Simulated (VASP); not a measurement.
# BN (wurtzite type) (P6_3mc) in VASP: further runs

BN (wurtzite type) is run at these levels: PBE; tasks: relaxation of cell and atoms, single point.

Program: VASP 6.6.1. These are calculated values, not measurements. Logs are shortened: lines on timing, memory, paths and dates and some standing lists are left out, and cuts for length are marked.

### Step 1. The cell of the first run

The structure is hexagonal, space group P6_3mc (No. 186). Conventional cell: a = 2.550 Å, b = 2.550 Å, c = 4.157 Å, α = 90.00°, β = 90.00°, γ = 120.00°. Within 2.1 Å of B (site symmetry 3m) lie 4 N at 1.56 Å. Within 2.1 Å of N (site symmetry 3m) lie 4 B at 1.56 Å.

### Step 2. Relaxation of cell and atoms, PBE, target pressure 32 GPa, at which the enthalpy is minimised

Input file INCAR:

```
SYSTEM = BN
PREC = Accurate
ENCUT = 600
EDIFF = 1E-6
ISMEAR = -1
SIGMA = 0.1
LREAL = .FALSE.
LASPH = .TRUE.
NELM = 100
ALGO = Normal
ISIF = 3
LWAVE = .FALSE.
LCHARG = .FALSE.
GGA = PE
IBRION = 2
NSW = 60
EDIFFG = -0.005
PSTRESS = 320.0
```

Input file KPOINTS:

```
Automatic mesh
0
G
  12 12 7
  0 0 0
```

Input file POSCAR:

```
BN
1.0
    2.5501548750      0.0000000000      0.0000000000
   -1.2750774375      2.2084989053      0.0000000000
    0.0000000000      0.0000000000      4.1567524462
B N
2 2
Direct
    0.3333333333      0.6666666667      0.0000000000
    0.6666666667      0.3333333333      0.5000000000
    0.3333333333      0.6666666667      0.3760000000
    0.6666666667      0.3333333333      0.8760000000
```

Potentials or basis: VASP PAW PBE potentials, release 64 (B, N).

On the command line:

```
> cat potpaw_PBE.64/B/POTCAR potpaw_PBE.64/N/POTCAR > POTCAR
> mpirun -np 1 vasp_std > vasp.out
```

OUTCAR:

```text
SYSTEM = BN
   PREC = Accurate
   ENCUT = 600
   EDIFF = 1E-6
   ISMEAR = -1
   LREAL = .FALSE.
   LASPH = .TRUE.
   NELM = 100
   ISIF = 3
   GGA = PE
   IBRION = 2
   NSW = 60
   EDIFFG = -0.005
   PSTRESS = 320.0

 ion  position               nearest neighbor table
   1  0.333  0.667  0.000-   4 1.56   4 1.56   4 1.56   3 1.56
   2  0.667  0.333  0.500-   3 1.56   3 1.56   3 1.56   4 1.56
   3  0.333  0.667  0.376-   2 1.56   2 1.56   2 1.56   1 1.56
   4  0.667  0.333  0.876-   1 1.56   1 1.56   1 1.56   2 1.56

  LATTYP: Found a hexagonal cell.
 ALAT       =     2.5501548750
 C/A-ratio  =     1.6300000000

  Lattice vectors:

 A1 = (   2.5501548750,   0.0000000000,   0.0000000000)
 A2 = (  -1.2750774375,   2.2084989053,   0.0000000000)
 A3 = (   0.0000000000,   0.0000000000,   4.1567524462)

Analysis of symmetry for initial positions (statically):
=====================================================================
 Subroutine PRICEL returns:
 Original cell was already a primitive cell.

 Routine SETGRP: Setting up the symmetry group for a
 hexagonal supercell.

 Subroutine GETGRP returns: Found 12 space group operations
 (whereof  6 operations were pure point group operations)
 out of a pool of 24 trial point group operations.

The static configuration has the point symmetry C_3v.
 The point group associated with its full space group is C_6v.

Analysis of symmetry for dynamics (positions and initial velocities):
=====================================================================
 Subroutine PRICEL returns:
 Original cell was already a primitive cell.

 Routine SETGRP: Setting up the symmetry group for a
 hexagonal supercell.

 Subroutine GETGRP returns: Found 12 space group operations
 (whereof  6 operations were pure point group operations)
 out of a pool of 24 trial point group operations.

The dynamic configuration has the point symmetry C_3v.
 The point group associated with its full space group is C_6v.

 Subroutine INISYM returns: Found 12 space group operations
 (whereof  6 operations are pure point group operations),
 and found     1 'primitive' translations

----------------------------------------------------------------------------------------

                                     Primitive cell

  volume of cell :      23.4109

  direct lattice vectors                    reciprocal lattice vectors
     2.550154875  0.000000000  0.000000000     0.392133046  0.226398120  0.000000000
    -1.275077438  2.208498905  0.000000000     0.000000000  0.452796240  0.000000000
     0.000000000  0.000000000  4.156752446     0.000000000  0.000000000  0.240572421

  length of vectors
     2.550154875  2.550154875  4.156752446     0.452796240  0.452796240  0.240572421

[... 75 lines left out ...]
   PREC   = accura    normal or accurate (medium, high low for compatibility)
   ISTART =      0    job   : 0-new  1-cont  2-samecut
   ICHARG =      2    charge: 1-file 2-atom 10-const
   ISPIN  =      1    spin polarized calculation?
   LNONCOLLINEAR =      F non collinear calculations
   LSORBIT =      F    spin-orbit coupling
   LASPH  =      T    aspherical Exc in radial PAW
   ENCUT  =  600.0 eV  44.10 Ry    6.64 a.u.   5.09  5.09  8.30*2*pi/ulx,y,z
   NELM   =    100;   NELMIN=  2; NELMDL= -5     # of ELM steps
   EDIFF  = 0.1E-05   stopping-criterion for ELM
   LREAL  =      F    real-space projection
   EDIFFG = -.5E-02   stopping-criterion for IOM
   NSW    =     60    number of steps for IOM
   IBRION =      2    ionic relax: 0-MD 1-quasi-New 2-CG
   NFREE  =      1    steps in history (QN), initial steepest desc. (CG)
   ISIF   =      3    stress and relaxation
   ISYM   =      2    0-nonsym 1-usesym 2-fastsym
   POTIM  = 0.5000    time-step for ionic-motion
   TEBEG  =    0.0;   TEEND  =   0.0 temperature during run
   PSTRESS=  320.0 pullay stress
   NELECT =      16.0000    total number of electrons
   NUPDOWN=      -1.0000    fix difference up-down
   EMIN   =  10.00;   EMAX   =-10.00  energy-range for DOS
   EFERMI =   0.00;   METHOD = LEGACY
   ISMEAR =    -1;   SIGMA  =   0.10  broadening in eV -4-tet -1-fermi 0-gaus
   EFERMI_NEDOS =   21; number of points for ismear=-14 and -15
   IALGO  =     38    algorithm
   IMIX   =      4    mixing-type and parameters
     AMIX     =   0.40;   BMIX     =  1.00
     AMIX_MAG =   1.60;   BMIX_MAG =  1.00
  volume/ion in A,a.u.               =       5.85        39.50
  Fermi-wavevector in a.u.,A,eV,Ry     =   1.442034  2.725049 28.292802  2.079462
  Thomas-Fermi vector in A             =   2.560600
   LORBIT       =      0    0 simple, 1 ext, 2 COOP (PROOUT), +10 PAW based schemes
   GGA     = PE    functional components
   LHFCALC =     F    Hartree Fock is set to
   AEXX    =    0.0000 exact exchange contribution
   IVDW    =     0    specifies the selected vdW correction
   LEPSILON=     F    determine dielectric tensor
   LRPA    =     F    only Hartree local field effects (RPA)
 conjugate gradient relaxation of ions
 non-spin polarized calculation
  energy-cutoff  :      600.00
  volume of cell :       23.41
 maximum number of plane-waves:       794
   NGX = 11   NGY = 11   NGZ = 17

--------------------------------------- Ionic step        1  -------------------------------------------

 number of electron      16.0000004 magnetization

 Free energy of the ion-electron system (eV)
  ---------------------------------------------------
  ext. energy  EPLUGINS =         0.00000000
  ---------------------------------------------------
  free energy    TOTEN  =       -34.81680524 eV

  energy without entropy =      -34.81680524  energy(sigma->0) =      -34.81680524

 E-fermi :   9.5110     XC(G=0): -12.8565

 val. band max:        7.6362795209   @ k =   0.0000   0.0000   0.0000
 cond. band min:      12.9577647347   @ k =   0.3333   0.3333   0.0000
 fundamental gap:      5.3214852137
 Fermi energy:         9.5110266640

 k-point     1 :       0.0000    0.0000    0.0000
  band No.  band energies     occupation
      1     -12.8399      2.00000
      2      -8.5088      2.00000
      3      -3.2856      2.00000
      4       5.3967      2.00000
      5       5.3967      2.00000
      6       7.4994      2.00000
      7       7.6363      2.00000
      8       7.6363      2.00000
      9      15.9576      0.00000
     10      15.9576      0.00000
     11      16.7355      0.00000
     12      17.0188      0.00000
[... 664 lines left out ...]
--------------------------------------- Ionic step        9  -------------------------------------------

 number of electron      15.9999999 magnetization

 Free energy of the ion-electron system (eV)
  ---------------------------------------------------
  ext. energy  EPLUGINS =         0.00000000
  ---------------------------------------------------
  free energy    TOTEN  =       -34.67659377 eV

  energy without entropy =      -34.67659377  energy(sigma->0) =      -34.67659377

 E-fermi :  10.3387     XC(G=0): -13.1337

 val. band max:        8.4002677673   @ k =   0.0000   0.0000   0.0000
 cond. band min:      13.4426914742   @ k =   0.3333   0.3333   0.0000
 fundamental gap:      5.0424237069
 Fermi energy:        10.3387287702

 k-point     1 :       0.0000    0.0000    0.0000
  band No.  band energies     occupation
      1     -12.7851      2.00000
      2      -8.3264      2.00000
      3      -3.1693      2.00000
      4       6.1289      2.00000
      5       6.1289      2.00000
      6       8.0713      2.00000
      7       8.4003      2.00000
      8       8.4003      2.00000
      9      17.0255      0.00000
     10      17.0255      0.00000
     11      17.3669      0.00000
     12      18.7372      0.00000
[... 380 lines left out ...]
  energy  without entropy=      -34.6765937655  energy(sigma->0) =      -34.67659377

  enthalpy is  TOTEN    =       -30.2518795304 eV   P V=        4.4247142351

 reached required accuracy - stopping structural energy minimisation
```

OSZICAR:

```text
N       E                     dE             d eps       ncg     rms          rms(c)
DAV:   1     0.602890756364E+02    0.60289E+02   -0.94513E+03  1824   0.145E+03
DAV:   2    -0.338240067773E+02   -0.94113E+02   -0.87121E+02  2596   0.312E+02
DAV:   3    -0.367761317467E+02   -0.29521E+01   -0.29366E+01  2428   0.548E+01
[... 56 lines left out ...]
DAV:   3    -0.346767793251E+02    0.22034E-05   -0.29703E-06  2288   0.196E-02    0.175E-03
DAV:   4    -0.346767793163E+02    0.87653E-08   -0.55934E-07  1172   0.744E-03
   8 F= -.30251874E+02 E0= -.30251874E+02  d E =0.498199E-06
       N       E                     dE             d eps       ncg     rms          rms(c)
DAV:   1    -0.346765941661E+02    0.18516E-03   -0.43461E-04  2224   0.202E-01    0.818E-03
DAV:   2    -0.346765937655E+02    0.40053E-06   -0.83882E-06  2244   0.314E-02
   9 F= -.30251880E+02 E0= -.30251880E+02  d E =-.464054E-05
```

Run time: 38 s. Hardware: 1 thread of Intel Xeon 6975P-C (Granite Rapids), shared host; peak memory 0.15 GiB.

What came out:

| Property | Result |
| --- | --- |
| Free energy | -34.6766 eV |
| Relaxed volume | 5.54 Å³/atom |
| Relaxed cell | a = 2.491 Å, b = 2.491 Å, c = 4.122 Å, α = 90.00°, β = 90.00°, γ = 120.00° |
| Space group after relaxing (to 0.05 Å) | P6_3mc (No. 186) |
| Energy change on relaxing (the enthalpy is what falls) | +35.1 meV/atom |
| Ionic steps | 9 |
| Pressure after relaxing | 32.0 GPa |
| Band gap on the k mesh | 5.04 eV, indirect (least direct gap 8.58 eV) |

Step by step:
```
step  energy change (eV)  largest force (eV/Å)  pressure (GPa)  volume (Å³)
   1              0.0000                0.1242            7.73        23.41
   2              0.6732                0.0479           74.24        20.53
   3              0.1415                0.0659           32.07        22.15
   4              0.1464                0.0649           32.62        22.13
   5              0.1373                0.0602           31.59        22.17
   6              0.1403                0.0096           32.01        22.15
   7              0.1404                0.0080           32.02        22.15
   8              0.1400                0.0115           31.99        22.15
   9              0.1402                0.0016           32.00        22.15
```

Final structure:
```yaml
crystal:
  lattice:
    - [2.49121, 0.00000, 0.00000]
    - [-1.24560, 2.15745, 0.00000]
    - [0.00000, 0.00000, 4.12188]
  atoms:
    - { symbol: B, position: [0.33333, 0.66667, 0.00097] }
    - { symbol: B, position: [0.66667, 0.33333, 0.50097] }
    - { symbol: N, position: [0.33333, 0.66667, 0.37503] }
    - { symbol: N, position: [0.66667, 0.33333, 0.87503] }
```

Levels at points of the mesh, in eV from the valence-band top:
```csv
k point,band 5,band 6,band 7,band 8,band 9,band 10,band 11,band 12
"(0.00, 0.00, 0.00)",-2.27,-0.33,0.00,0.00,8.63,8.63,8.97,10.34
"(0.50, 0.00, 0.00)",-7.31,-5.33,-4.77,-2.25,6.94,8.14,10.91,12.07
```

Caveat: the cell is relaxed towards a set pressure, so the enthalpy falls and the energy may rise. A k mesh can miss the band edges.

### Step 3. Single point, PBE

This run uses another cell than the first one, of 5.54 Å³/atom, 0.946 times its volume.

Input file INCAR:

```
ALGO     = Normal         # electronic algorithm
EDIFF    = 1E-7           # SCF threshold, eV
ENCUT    = 520            # plane-wave cutoff, eV
GGA      = PE             # functional
ISIF     = 2              # what is computed and relaxed
ISMEAR   = -1             # smearing method
LASPH    = T              # aspherical terms in the spheres
LCHARG   = T              # write CHGCAR
LELF     = T              # ELF
LREAL    = F              # projectors in reciprocal space
LVHAR    = T            
LWAVE    = F              # write WAVECAR
NBANDS   = 16             # bands
NELM     = 100            # most SCF steps
PREC     = Accurate       # precision mode
SIGMA    = 0.1            # smearing width, eV
```

Input file KPOINTS:

```
k-points
0
Gamma
  12 12 7
```

Input file POSCAR:

```
BN
1.0
    2.4909346488      0.0000000000      0.0000000000
   -1.2454673244      2.1572126851      0.0000000000
    0.0000000000      0.0000000000      4.1217137800
B N
2 2
Direct
    0.3333333333      0.6666666667      0.0009710404
    0.6666666667      0.3333333333      0.5009710404
    0.3333333333      0.6666666667      0.3750289596
    0.6666666667      0.3333333333      0.8750289596
```

Potentials or basis: VASP PAW PBE potentials, release 64 (B, N).

On the command line:

```
> cat potpaw_PBE.64/B/POTCAR potpaw_PBE.64/N/POTCAR > POTCAR
> mpirun -np 1 vasp_std > vasp.out
```

OUTCAR:

```text
EDIFF = 1E-7
   ENCUT = 520
   GGA = PE
   ISIF = 2
   ISMEAR = -1
   LASPH = T
   LREAL = F
   NELM = 100
   PREC = Accurate

 ion  position               nearest neighbor table
   1  0.333  0.667  0.001-   4 1.53   4 1.53   4 1.53   3 1.54
   2  0.667  0.333  0.501-   3 1.53   3 1.53   3 1.53   4 1.54
   3  0.333  0.667  0.375-   2 1.53   2 1.53   2 1.53   1 1.54
   4  0.667  0.333  0.875-   1 1.53   1 1.53   1 1.53   2 1.54

  LATTYP: Found a hexagonal cell.
 ALAT       =     2.4909346488
 C/A-ratio  =     1.6546856346

  Lattice vectors:

 A1 = (   2.4909346488,   0.0000000000,   0.0000000000)
 A2 = (  -1.2454673244,   2.1572126851,   0.0000000000)
 A3 = (   0.0000000000,   0.0000000000,   4.1217137800)

Analysis of symmetry for initial positions (statically):
=====================================================================
 Subroutine PRICEL returns:
 Original cell was already a primitive cell.

 Routine SETGRP: Setting up the symmetry group for a
 hexagonal supercell.

 Subroutine GETGRP returns: Found 12 space group operations
 (whereof  6 operations were pure point group operations)
[... 166 lines left out ...]
  free energy    TOTEN  =       -34.66347040 eV

  energy without entropy =      -34.66347040  energy(sigma->0) =      -34.66347040

 E-fermi :  10.2889     XC(G=0): -13.1348

 val. band max:        8.4036413117   @ k =   0.0000   0.0000   0.0000
 cond. band min:      13.4461470738   @ k =   0.3333   0.3333   0.0000
 fundamental gap:      5.0425057621
 Fermi energy:        10.2888756255

 k-point     1 :       0.0000    0.0000    0.0000
  band No.  band energies     occupation
      1     -12.7843      2.00000
      2      -8.3247      2.00000
      3      -3.1667      2.00000
      4       6.1324      2.00000
      5       6.1324      2.00000
      6       8.0746      2.00000
[... 433 lines left out ...]
      3      -0.9249      2.00000
      4       0.4278      2.00000
      5       2.2711      2.00000
      6       3.7699      2.00000
[... 8 lines left out ...]
     15      25.3625      0.00000
     16      25.6356      0.00000

 [... further k-points ...]
[... 5 lines left out ...]
  --------------------------------------------------------------------------------------
  -------------------------------------------------------------------------------------
  Total        4.4902794      4.4902794      4.4880559      0.0000000      0.0000000      0.0000000
  in kB      324.8260266    324.8260267    324.6651769      0.0000000      0.0000000      0.0000000
  external PRESSURE =     324.7724101 kB  Pullay stress =       0.0000000 kB

 VOLUME and BASIS-vectors are now :
 -----------------------------------------------------------------------------
  energy-cutoff  :      520.00
  volume of cell :       22.15
      direct lattice vectors                 reciprocal lattice vectors
     2.490934649  0.000000000  0.000000000     0.401455735  0.231780577  0.000000000
    -1.245467324  2.157212685  0.000000000     0.000000000  0.463561153  0.000000000
     0.000000000  0.000000000  4.121713780     0.000000000  0.000000000  0.242617526

 POSITION                                       TOTAL-FORCE (eV/Angst)
 -----------------------------------------------------------------------------------
     -0.00000      1.43814      0.00400        -0.000000     -0.000000      0.001709
      1.24547      0.71907      2.06486         0.000000      0.000000      0.001709
     -0.00000      1.43814      1.54576        -0.000000      0.000000     -0.001709
      1.24547      0.71907      3.60662         0.000000     -0.000000     -0.001709
 -----------------------------------------------------------------------------------
    total drift:                                0.000000      0.000000     -0.000152

  FREE ENERGIE OF THE ION-ELECTRON SYSTEM (eV)
  ---------------------------------------------------
  free  energy   TOTEN  =       -34.6634703989 eV

  energy  without entropy=      -34.6634703988  energy(sigma->0) =      -34.66347040
```

OSZICAR:

```text
N       E                     dE             d eps       ncg     rms          rms(c)
DAV:   1     0.390522879907E+02    0.39052E+02   -0.84140E+03  2440   0.983E+02
DAV:   2    -0.346669333261E+02   -0.73719E+02   -0.68954E+02  3552   0.236E+02
DAV:   3    -0.368209270299E+02   -0.21540E+01   -0.21497E+01  2816   0.365E+01
DAV:   4    -0.368254954043E+02   -0.45684E-02   -0.45681E-02  2928   0.194E+00
DAV:   5    -0.368255068319E+02   -0.11428E-04   -0.11428E-04  2744   0.884E-02    0.100E+01
DAV:   6    -0.348783148131E+02    0.19472E+01   -0.22941E+00  3128   0.139E+01    0.486E+00
DAV:   7    -0.346955741237E+02    0.18274E+00   -0.38062E-01  3160   0.499E+00    0.288E+00
DAV:   8    -0.346643194707E+02    0.31255E-01   -0.55310E-02  2872   0.199E+00    0.269E-01
DAV:   9    -0.346632062573E+02    0.11132E-02   -0.19713E-03  2816   0.533E-01    0.150E-01
DAV:  10    -0.346634637791E+02   -0.25752E-03   -0.42999E-04  2880   0.166E-01    0.252E-02
DAV:  11    -0.346634695745E+02   -0.57953E-05   -0.32788E-05  3088   0.554E-02    0.156E-02
DAV:  12    -0.346634703196E+02   -0.74514E-06   -0.54700E-06  2928   0.236E-02    0.211E-03
DAV:  13    -0.346634703989E+02   -0.79290E-07   -0.15162E-07  2112   0.388E-03
   1 F= -.34663470E+02 E0= -.34663470E+02  d E =-.129399E-09
```

stdout:

```text
POSCAR found type information on POSCAR B N
 POSCAR found :  2 types and       4 ions
 scaLAPACK will be used
 LDA part: xc-table for (Slater+PW92), standard interpolation
 POSCAR, INCAR and KPOINTS ok, starting setup
 FFT: planning ... GRIDC
 FFT: planning ... GRID_SOFT
 FFT: planning ... GRID
 WAVECAR not read
 entering main loop
```

Wall time 15 s (1 thread of Intel Xeon Platinum 8488C (Sapphire Rapids), shared host); peak memory 0.14 GiB.

Results:

* Free energy: -34.6635 eV
* Pressure: 32.5 GPa
* Band gap on the k mesh: 5.04 eV, indirect (least direct gap 8.58 eV)

Levels at points of the mesh, in eV from the valence-band top:
```
           k point  band 4  band 5  band 6  band 7  band 8  band 9  band 10  band 11  band 12  band 13
(0.00, 0.00, 0.00)   -2.27   -2.27   -0.33    0.00    0.00    8.63     8.63     8.97    10.34    11.79
(0.50, 0.00, 0.00)   -8.20   -7.31   -5.33   -4.77   -2.25    6.94     8.15    10.92    12.07    13.72
```

### Step 4. Single point, PBE

This run uses another cell than the first one, of 5.54 Å³/atom, 0.946 times its volume.

Input file INCAR:

```
SYSTEM = BN
PREC     = Accurate       ! precision mode
ENCUT    = 520            ! plane-wave cutoff, eV
EDIFF    = 1E-6           ! SCF threshold, eV
ISMEAR   = -1             ! smearing method
SIGMA    = 0.1            ! smearing width, eV
LREAL    = .FALSE.        ! projectors in reciprocal space
LASPH    = .TRUE.         ! aspherical terms in the spheres
NELM     = 60             ! most SCF steps
ALGO     = Normal         ! electronic algorithm
ISIF     = 2              ! what is computed and relaxed
LWAVE    = .FALSE.        ! write WAVECAR
LCHARG   = .FALSE.        ! write CHGCAR
GGA      = PE             ! functional
NBANDS   = 16             ! bands
```

Input file KPOINTS:

```
Automatic mesh
0
G
  12 12 7
  0 0 0
```

POSCAR is that of step 3.

On the command line:

```
> cat potpaw_PBE.64/B/POTCAR potpaw_PBE.64/N/POTCAR > POTCAR
> mpirun -np 1 vasp_std > vasp.out
```

Run time: 14 s. Hardware: 1 thread of Intel Xeon Platinum 8488C (Sapphire Rapids), shared host; peak memory 0.14 GiB.

It converged, with:

```yaml
Free_energy: -34.6635 eV
Pressure: 32.5 GPa
Band_gap_on_the_k_mesh: 5.04 eV, indirect (least direct gap 8.58 eV)
```

Levels at points of the mesh, in eV from the valence-band top:
```tsv
k point	band 4	band 5	band 6	band 7	band 8	band 9	band 10	band 11	band 12	band 13
(0.00, 0.00, 0.00)	-2.27	-2.27	-0.33	0.00	0.00	8.63	8.63	8.97	10.34	11.79
(0.50, 0.00, 0.00)	-8.20	-7.31	-5.33	-4.77	-2.25	6.94	8.15	10.92	12.07	13.72
```
